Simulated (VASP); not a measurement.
# CS2 in VASP: a series of runs

Runs on CS2. Level: PBE+D3(BJ). Tasks: single point.

Program: VASP 6.6.1. These are calculated values, not measurements. Logs are shortened: lines on timing, memory, paths and dates and some standing lists are left out, and cuts for length are marked.

## 1. The cell of the first run

The cell holds an amorphous packing of atoms, 24 atoms: a = 9.583 Å, b = 9.583 Å, c = 9.583 Å, α = 90.00°, β = 90.00°, γ = 90.00°.

## 2. Single point, PBE+D3(BJ)

Contents of INCAR:

```
SYSTEM = CS2
  PREC = Accurate
  ENCUT = 520
  EDIFF = 1E-7
  ISMEAR = -1
  SIGMA = 0.05
  LREAL = Auto
  LASPH = .TRUE.
  NELM = 60
  ALGO = Normal
  ISIF = 2
  LWAVE = .FALSE.
  LCHARG = .TRUE.
  GGA = PE
  IVDW = 12
  LELF = .TRUE.
  LVHAR = .TRUE.
  NBANDS = 82
```

Contents of KPOINTS:

```
regular mesh
0
G
  1 1 1
  0 0 0
```

Contents of POSCAR:

```
CS2
1.0
    9.5828400000      0.0000000000      0.0000000000
    0.0000000000      9.5828400000      0.0000000000
    0.0000000000      0.0000000000      9.5828400000
S C
16 8
Direct
    0.0512895968      0.9803565540      0.8937329643
    0.2231593139      0.7431826056      0.7594095279
    0.3929315318      0.5097653723      0.4143865493
    0.5051529609      0.5248026681      0.1067428862
    0.8574389221      0.9157827951      0.5249800685
    0.5520075468      0.8120974575      0.5670239720
    0.6968184797      0.4793464151      0.7351787153
    0.7507482124      0.2328119848      0.9441146883
    0.8988880123      0.6373267215      0.0279979630
    1.1298842514      0.4251244934      0.1120022874
    0.3261976617      0.9034482471      0.1812615049
    0.6513830973      0.9432589921      0.1495068268
    0.7651593891      0.3069340613      0.3448664488
    0.9485601346      0.5538650337      0.4527780908
    0.1424316800      0.3288064916      0.7539414203
    0.4125916743      0.1696156880      0.6693735886
    0.1365461596      0.8594320682      0.8321750128
    0.4633281992      0.5121341899      0.2674468112
    0.7070242225      0.8531186997      0.5371267808
    0.7242946767      0.3533190578      0.8355351858
    1.0159514298      0.5353840824      0.0710227866
    0.4869328925      0.9386048395      0.1526061168
    0.8545483385      0.4337127616      0.3972100129
    0.2800839835      0.2507607348      0.7154455255
```

Potentials or basis: VASP PAW PBE potentials, release 64 (S, C).

Run with:

```sh
cat potpaw_PBE.64/S/POTCAR potpaw_PBE.64/C/POTCAR > POTCAR
mpirun -np 1 vasp_gam > vasp.out
```

OUTCAR:

```text
SYSTEM = CS2
   PREC = Accurate
   ENCUT = 520
   EDIFF = 1E-7
   ISMEAR = -1
   LREAL = Auto
   LASPH = .TRUE.
   NELM = 60
   ISIF = 2
   GGA = PE
   IVDW = 12
 IVDW          = 12

 ion  position               nearest neighbor table
   1  0.051  0.980  0.894-  17 1.54
   2  0.223  0.743  0.759-  17 1.55
   3  0.393  0.510  0.414-  18 1.56
   4  0.505  0.525  0.107-  18 1.60
   5  0.857  0.916  0.525-  19 1.57
   6  0.552  0.812  0.567-  19 1.56
[... 8 lines left out ...]
  15  0.142  0.329  0.754-  24 1.56
  16  0.413  0.170  0.669-  24 1.55
  17  0.137  0.859  0.832-   1 1.54   2 1.55
  18  0.463  0.512  0.267-   3 1.56   4 1.60
  19  0.707  0.853  0.537-   6 1.56   5 1.57
  20  0.724  0.353  0.836-   7 1.57   8 1.57
  21  0.016  0.535  0.071-   9 1.54  10 1.57
  22  0.487  0.939  0.153-  12 1.58  11 1.60
  23  0.855  0.434  0.397-  14 1.56  13 1.57
  24  0.280  0.251  0.715-  16 1.55  15 1.56

  LATTYP: Found a simple cubic cell.
 ALAT       =     9.5828400000

  Lattice vectors:

 A1 = (   9.5828400000,   0.0000000000,   0.0000000000)
 A2 = (   0.0000000000,   9.5828400000,   0.0000000000)
 A3 = (   0.0000000000,   0.0000000000,   9.5828400000)

Analysis of symmetry for initial positions (statically):
=====================================================================
 Subroutine PRICEL returns:
 Original cell was already a primitive cell.

 Routine SETGRP: Setting up the symmetry group for a
 simple cubic supercell.

 Subroutine GETGRP returns: Found  1 space group operations
 (whereof  1 operations were pure point group operations)
 out of a pool of 48 trial point group operations.

The static configuration has the point symmetry C_1 .

Analysis of symmetry for dynamics (positions and initial velocities):
=====================================================================
 Subroutine PRICEL returns:
 Original cell was already a primitive cell.

 Routine SETGRP: Setting up the symmetry group for a
 simple cubic supercell.

 Subroutine GETGRP returns: Found  1 space group operations
 (whereof  1 operations were pure point group operations)
 out of a pool of 48 trial point group operations.

The dynamic configuration has the point symmetry C_1 .

 Subroutine INISYM returns: Found  1 space group operations
 (whereof  1 operations are pure point group operations),
 and found     1 'primitive' translations

----------------------------------------------------------------------------------------

                                     Primitive cell

  volume of cell :     880.0001

  direct lattice vectors                    reciprocal lattice vectors
     9.582840000  0.000000000  0.000000000     0.104353198  0.000000000  0.000000000
     0.000000000  9.582840000  0.000000000     0.000000000  0.104353198  0.000000000
     0.000000000  0.000000000  9.582840000     0.000000000  0.000000000  0.104353198

  length of vectors
     9.582840000  9.582840000  9.582840000     0.104353198  0.104353198  0.104353198

  position of ions in fractional coordinates (direct lattice)
     0.051289597  0.980356554  0.893732964
     0.223159314  0.743182606  0.759409528
     0.392931532  0.509765372  0.414386549
     0.505152961  0.524802668  0.106742886
     0.857438922  0.915782795  0.524980068
     0.552007547  0.812097458  0.567023972
[... 16 lines left out ...]
     0.854548339  0.433712762  0.397210013
     0.280083983  0.250760735  0.715445526

  ion indices of the primitive-cell ions
   primitive index   ion index
                 1           1
                 2           2
                 3           3
                 4           4
                 5           5
                 6           6
[... 16 lines left out ...]
                23          23
                24          24

----------------------------------------------------------------------------------------

 KPOINTS: regular mesh

Automatic generation of k-mesh.
 Grid dimensions read from file:
 generate k-points for:    1    1    1

 Generating k-lattice:

  Cartesian coordinates                     Fractional coordinates (reciprocal lattice)
     0.104353198  0.000000000  0.000000000     1.000000000  0.000000000  0.000000000
     0.000000000  0.104353198  0.000000000     0.000000000  1.000000000  0.000000000
     0.000000000  0.000000000  0.104353198     0.000000000  0.000000000  1.000000000

  Length of vectors
     0.104353198  0.104353198  0.104353198

  Shift w.r.t. Gamma in fractional coordinates (k-lattice)
     0.000000000  0.000000000  0.000000000

 Subroutine IBZKPT returns following result:
 ===========================================

 Found      1 irreducible k-points:

 Following reciprocal coordinates:
            Coordinates               Weight
  0.000000  0.000000  0.000000      1.000000
   k-points           NKPTS =      1   k-points in BZ     NKDIM =      1   number of bands    NBANDS=     82
   number of dos      NEDOS =    301   number of ions     NIONS =     24
   total plane-waves  NPLWV = 373248
   dimension x,y,z NGX =    72 NGY =   72 NGZ =   72
   dimension x,y,z NGXF=   144 NGYF=  144 NGZF=  144
   ions per type =              16   8
   NGX,Y,Z   is equivalent  to a cutoff of  12.49, 12.49, 12.49 a.u.
   NGXF,Y,Z  is equivalent  to a cutoff of  24.98, 24.98, 24.98 a.u.
 SYSTEM =  CS2
   PREC   = accura    normal or accurate (medium, high low for compatibility)
   ISTART =      0    job   : 0-new  1-cont  2-samecut
   ICHARG =      2    charge: 1-file 2-atom 10-const
   ISPIN  =      1    spin polarized calculation?
   LNONCOLLINEAR =      F non collinear calculations
   LSORBIT =      F    spin-orbit coupling
   LASPH  =      T    aspherical Exc in radial PAW
   ENCUT  =  520.0 eV  38.22 Ry    6.18 a.u.  17.82 17.82 17.82*2*pi/ulx,y,z
   NELM   =     60;   NELMIN=  2; NELMDL= -5     # of ELM steps
   EDIFF  = 0.1E-06   stopping-criterion for ELM
   LREAL  =      T    real-space projection
   EDIFFG = 0.1E-05   stopping-criterion for IOM
   NSW    =      0    number of steps for IOM
   IBRION =     -1    ionic relax: 0-MD 1-quasi-New 2-CG
   NFREE  =      0    steps in history (QN), initial steepest desc. (CG)
   ISIF   =      2    stress and relaxation
   ISYM   =      2    0-nonsym 1-usesym 2-fastsym
   POTIM  = 0.5000    time-step for ionic-motion
   TEBEG  =    0.0;   TEEND  =   0.0 temperature during run
   PSTRESS=    0.0 pullay stress
   NELECT =     128.0000    total number of electrons
   NUPDOWN=      -1.0000    fix difference up-down
   EMIN   =  10.00;   EMAX   =-10.00  energy-range for DOS
   EFERMI =   0.00;   METHOD = LEGACY
   ISMEAR =    -1;   SIGMA  =   0.05  broadening in eV -4-tet -1-fermi 0-gaus
   EFERMI_NEDOS =   21; number of points for ismear=-14 and -15
   IALGO  =     38    algorithm
   IMIX   =      4    mixing-type and parameters
     AMIX     =   0.40;   BMIX     =  1.00
     AMIX_MAG =   1.60;   BMIX_MAG =  1.00
  volume/ion in A,a.u.               =      36.67       247.44
  Fermi-wavevector in a.u.,A,eV,Ry     =   0.860962  1.626982 10.085391  0.741255
  Thomas-Fermi vector in A             =   1.978545
   LORBIT       =      0    0 simple, 1 ext, 2 COOP (PROOUT), +10 PAW based schemes
   GGA     = PE    functional components
   LHFCALC =     F    Hartree Fock is set to
   AEXX    =    0.0000 exact exchange contribution
   IVDW    =    12    specifies the selected vdW correction
   LEPSILON=     F    determine dielectric tensor
   LRPA    =     F    only Hartree local field effects (RPA)
 non-spin polarized calculation
  energy-cutoff  :      520.00
  volume of cell :      880.00
 maximum number of plane-waves:     11852
 NGX is ok and might be reduce to    70
   NGX = 35   NGY = 35   NGZ = 35

 number of electron     127.9999997 magnetization

 Free energy of the ion-electron system (eV)
  ---------------------------------------------------
  ext. energy  EPLUGINS =         0.00000000
  ---------------------------------------------------
  free energy    TOTEN  =      -132.85479327 eV

  energy without entropy =     -132.85479327  energy(sigma->0) =     -132.85479327

 E-fermi :  -0.8849     XC(G=0):  -6.0708

 val. band max:       -2.1131269789   @ k =   0.0000   0.0000   0.0000
 cond. band min:       0.9852875758   @ k =   0.0000   0.0000   0.0000
 fundamental gap:      3.0984145547
 Fermi energy:        -0.8848886319

 k-point     1 :       0.0000    0.0000    0.0000
  band No.  band energies     occupation
      1     -17.2019      2.00000
      2     -17.1043      2.00000
      3     -17.0362      2.00000
      4     -17.0013      2.00000
      5     -16.9362      2.00000
      6     -16.9137      2.00000
[... 68 lines left out ...]
     75       1.5251      0.00000
     76       1.5804      0.00000
 [bands above 76 left out]

------------------------ aborting loop because EDIFF is reached ----------------------------------------

 Edisp (eV)   -2.60310

 E8    (eV) :    -0.8704

  FORCE on cell =-STRESS in cart. coord.  units (eV):
  Direction    XX          YY          ZZ          XY          YZ          ZX
  --------------------------------------------------------------------------------------
  -------------------------------------------------------------------------------------
  Total      -6.99877    -2.83268    -5.25118    -1.70676     1.77681     0.47409
  in kB     -12.74236    -5.15733    -9.56059    -3.10742     3.23497     0.86316
  external pressure =       -9.15 kB  Pullay stress =        0.00 kB

 VOLUME and BASIS-vectors are now :
 -----------------------------------------------------------------------------
  energy-cutoff  :      520.00
  volume of cell :      880.00
      direct lattice vectors                 reciprocal lattice vectors
     9.582840000  0.000000000  0.000000000     0.104353198  0.000000000  0.000000000
     0.000000000  9.582840000  0.000000000     0.000000000  0.104353198  0.000000000
     0.000000000  0.000000000  9.582840000     0.000000000  0.000000000  0.104353198

 POSITION                                       TOTAL-FORCE (eV/Angst)
 -----------------------------------------------------------------------------------
      0.49150      9.39460      8.56450        -0.542201      0.674476      0.481473
      2.13850      7.12180      7.27730         0.103954     -0.308759      0.035656
      3.76540      4.88500      3.97100         0.430269     -0.193973     -0.117916
      4.84080      5.02910      1.02290        -0.028296     -0.223801      1.656837
      8.21670      8.77580      5.03080        -0.251843     -0.342558     -0.200346
      5.28980      7.78220      5.43370         0.341458     -0.176027     -0.283210
[... 16 lines left out ...]
      8.18900      4.15620      3.80640        -0.086040     -0.552766     -0.052773
      2.68400      2.40300      6.85600        -0.387175      0.055691     -0.164993
 -----------------------------------------------------------------------------------
    total drift:                                0.007958     -0.003580      0.007649

  FREE ENERGIE OF THE ION-ELECTRON SYSTEM (eV)
  ---------------------------------------------------
  free  energy   TOTEN  =      -135.4578883391 eV

  energy  without entropy=     -135.4578883390  energy(sigma->0) =     -135.45788834
```

Wall time 98 s (1 thread of Intel Xeon 6975P-C (Granite Rapids), shared host); peak memory 0.72 GiB.

What came out:

| Property | Result |
| --- | --- |
| Free energy | -135.4579 eV |
| Pressure | -0.9 GPa |
| Largest force | 1.950 eV/Å |
| Band gap on the k mesh | 3.10 eV |
| Dispersion energy per atom | -0.108 eV |

Forces on the atoms (eV/Å):
```
S   -0.542  0.674  0.481
S    0.104 -0.309  0.036
S    0.430 -0.194 -0.118
S   -0.028 -0.224  1.657
S   -0.252 -0.343 -0.200
S    0.341 -0.176 -0.283
S    0.055 -0.522  0.212
S   -0.140  0.621 -0.670
S   -0.384  0.427 -0.064
S   -0.360  0.506 -0.104
S    1.701  0.733 -0.610
S   -0.926  0.273 -0.236
S    0.215  0.501  0.165
S   -0.077  0.002 -0.055
S    0.203  0.047  0.032
S    0.176 -0.059  0.079
C    0.447 -0.405 -0.586
C   -0.424  0.395 -1.572
C   -0.055  0.662  0.483
C    0.055 -0.070  0.409
C    0.709 -0.954  0.237
C   -0.774 -1.089  0.924
C   -0.086 -0.553 -0.053
C   -0.387  0.056 -0.165
```

Stress tensor (GPa, compression positive):
```
-1.27 -0.31  0.09
-0.31 -0.52  0.32
 0.09  0.32 -0.96
```

Levels at points of the mesh, in eV from the valence-band top:
| k point | band 62 | band 63 | band 64 | band 65 | band 66 | band 67 |
| --- | --- | --- | --- | --- | --- | --- |
| (0.00, 0.00, 0.00) | -0.17 | -0.09 | 0.00 | 3.10 | 3.14 | 3.21 |

Caveat: the k points lie up to 0.66 Å⁻¹ apart.

## 3. Single point, PBE+D3(BJ)

Contents of INCAR:

```
PREC = Accurate ; ENCUT = 520
EDIFF = 1E-6 ; ISMEAR = -1
SIGMA = 0.05 ; LREAL = Auto
LASPH = T ; NELM = 60
ALGO = Normal ; ISIF = 2
LWAVE = F ; LCHARG = F
GGA = PE ; IVDW = 12
NBANDS = 82
```

Contents of KPOINTS:

```
Automatic mesh
0
Gamma
  1 1 1
```

Contents of POSCAR:

```
CS2
1.0
    9.5828400000      0.0000000000      0.0000000000
    0.0000000000      9.5828400000      0.0000000000
    0.0000000000      0.0000000000      9.5828400000
S C
16 8
Direct
    0.0446736041      0.9762659086      0.9027386453
    0.2252568132      0.7458227415      0.7555275889
    0.3876199540      0.5126559559      0.4155031285
    0.5056851622      0.5254600933      0.1105413426
    0.8594842448      0.9151984172      0.5215259777
    0.5512144625      0.8124835644      0.5616184764
    0.6934061301      0.4825500582      0.7277487676
    0.7446226797      0.2325824077      0.9396796774
    0.8985540821      0.6364710253      0.0244603896
    1.1308547362      0.4260428015      0.1201209662
    0.3297769763      0.9064223132      0.1744263705
    0.6535849498      0.9422572014      0.1473571509
    0.7593990925      0.3087915482      0.3414645345
    0.9530681927      0.5489082568      0.4472265007
    0.1440387192      0.3323858063      0.7542649152
    0.4141778429      0.1772647775      0.6597000472
    0.1339060237      0.8561449424      0.8343246887
    0.4570357013      0.5161830939      0.2664763264
    0.7040292857      0.8602147171      0.5435653731
    0.7247851368      0.3541017068      0.8310375630
    1.0127373513      0.5314290962      0.0716489058
    0.4907626549      0.9357142559      0.1588046967
    0.8483393232      0.4347249876      0.3974708959
    0.2744802167      0.2469205371      0.7143811229
```

Potentials or basis: VASP PAW PBE potentials, release 64 (S, C).

Run with:

```sh
cat potpaw_PBE.64/S/POTCAR potpaw_PBE.64/C/POTCAR > POTCAR
mpirun -np 1 vasp_gam > vasp.out
```

Wall time 80 s (1 thread of Intel Xeon 6975P-C (Granite Rapids), shared host); peak memory 0.72 GiB.

Results (log left out):

```
Free energy                : -135.4766 eV
Pressure                   : -1.4 GPa
Largest force              : 2.203 eV/Å
Band gap on the k mesh     : 3.09 eV
Dispersion energy per atom : -0.109 eV
```

Forces in eV/Å, atoms in the order of the input:
```
S    0.507 -0.787 -0.333
S   -0.344  0.179  0.396
S    0.564 -0.136 -0.661
S    0.095 -0.087  0.633
S   -1.429 -0.529  0.250
S   -0.366 -0.165  0.077
S    0.487 -1.746  1.251
S    0.004  0.697 -0.705
S   -0.038 -0.082  0.061
S   -0.998  0.846 -0.431
S    0.863  0.434 -0.125
S   -0.391  0.210  0.034
S    0.135  0.626  0.322
S   -0.335 -0.014  0.043
S   -0.595  0.177  0.318
S   -1.050  0.219  0.560
C   -0.152  0.603 -0.130
C   -0.666  0.211 -0.008
C    1.841  0.811 -0.336
C   -0.524  1.070 -0.569
C    0.988 -0.814  0.396
C   -0.457 -0.711  0.167
C    0.246 -0.644 -0.291
C    1.612 -0.368 -0.918
```

Stress tensor (GPa, compression positive):
```
-1.59  0.27  0.14
 0.27 -1.41  0.33
 0.14  0.33 -1.17
```

Levels at points of the mesh, in eV from the valence-band top:
| k point | band 61 | band 62 | band 63 | band 64 | band 65 | band 66 | band 67 | band 68 |
| --- | --- | --- | --- | --- | --- | --- | --- | --- |
| (0.00, 0.00, 0.00) | -0.23 | -0.20 | -0.09 | 0.00 | 3.09 | 3.11 | 3.21 | 3.26 |

Caveat: the k points lie up to 0.66 Å⁻¹ apart.

## 4. Single point, PBE+D3(BJ)

Contents of INCAR:

```
SYSTEM = CS2
PREC = Accurate
ENCUT = 520
EDIFF = 1E-7
ISMEAR = -1
SIGMA = 0.05
LREAL = Auto
LASPH = .TRUE.
NELM = 80
ALGO = Normal
ISIF = 2
LWAVE = .FALSE.
LCHARG = .FALSE.
GGA = PE
IVDW = 12
NBANDS = 82
```

Contents of KPOINTS:

```
regular mesh
0
G
  1 1 1
  0 0 0
```

Contents of POSCAR:

```
CS2
1.0
    9.5828400000      0.0000000000      0.0000000000
    0.0000000000      9.5828400000      0.0000000000
    0.0000000000      0.0000000000      9.5828400000
S C
16 8
Direct
    0.0421273860      0.9721022160      0.9071632209
    0.2228253837      0.7436939362      0.7575937822
    0.3872234118      0.5057999507      0.4165675311
    0.5145551841      0.5280271819      0.1132753964
    0.8556023058      0.9146975218      0.5204511397
    0.5444001987      0.8121809401      0.5676709618
    0.6913295015      0.4844075452      0.7338638650
    0.7522195925      0.2362034637      0.9363716810
    0.9014133597      0.6365962491      0.0302728627
    1.1307086417      0.4286829374      0.1273839488
    0.3359025091      0.9102938169      0.1691460987
    0.6527188182      0.9496036666      0.1456144525
    0.7641054218      0.3121099799      0.3408071094
    0.9537986651      0.5496074233      0.4501483902
    0.1502999111      0.3362677453      0.7542544799
    0.4149396212      0.1726628014      0.6601174600
    0.1360452642      0.8557797062      0.8352534322
    0.4581835865      0.5152960918      0.2698678054
    0.6995212275      0.8592024911      0.5448071762
    0.7269035067      0.3555104750      0.8288878871
    1.0238614023      0.5382955366      0.0721393658
    0.4900426178      0.9395544536      0.1596082164
    0.8499776684      0.4375216533      0.3966151997
    0.2803448664      0.2463465945      0.7070137871
```

Run with:

```sh
cat potpaw_PBE.64/S/POTCAR potpaw_PBE.64/C/POTCAR > POTCAR
mpirun -np 1 vasp_gam > vasp.out
```

It took 90 s on 1 thread of Intel Xeon 6975P-C (Granite Rapids), shared host; peak memory 0.72 GiB.

It converged, with:

* Free energy: -135.4314 eV
* Pressure: -0.8 GPa
* Largest force: 2.896 eV/Å
* Band gap on the k mesh: 3.07 eV
* Dispersion energy per atom: -0.108 eV

Forces in eV/Å, atoms in the order of the input:
```
S    0.912 -0.994 -0.624
S    0.174 -0.263 -0.010
S    0.363 -0.080 -0.321
S   -0.435 -0.156  1.792
S   -1.905 -0.712  0.325
S    0.745  0.149 -0.107
S    0.231 -0.669  0.212
S    0.093  0.023 -0.239
S    0.166  0.086 -0.103
S    0.116  0.252 -0.275
S   -2.627 -0.219  0.233
S   -0.241  0.204  0.131
S   -0.414 -0.086 -0.047
S   -0.069  0.353  0.156
S    0.662 -0.664 -0.277
S    0.611 -0.608 -0.231
C   -1.071  1.284  0.546
C    0.060  0.235 -1.501
C    1.219  0.674 -0.226
C   -0.358  0.672 -0.006
C   -0.351 -0.413  0.378
C    2.881 -0.054 -0.291
C    0.528 -0.314 -0.008
C   -1.292  1.301  0.495
```

Stress tensor (GPa, compression positive):
```
-0.60  0.17  0.38
 0.17 -0.64  0.09
 0.38  0.09 -1.02
```

Levels at points of the mesh, in eV from the valence-band top:
```
           k point  band 60  band 61  band 62  band 63  band 64  band 65  band 66  band 67  band 68  band 69
(0.00, 0.00, 0.00)    -0.26    -0.20    -0.16    -0.09     0.00     3.07     3.13     3.23     3.29     3.37
```

Caveat: the k points lie up to 0.66 Å⁻¹ apart.

(Part 1 of 2 ends here.)
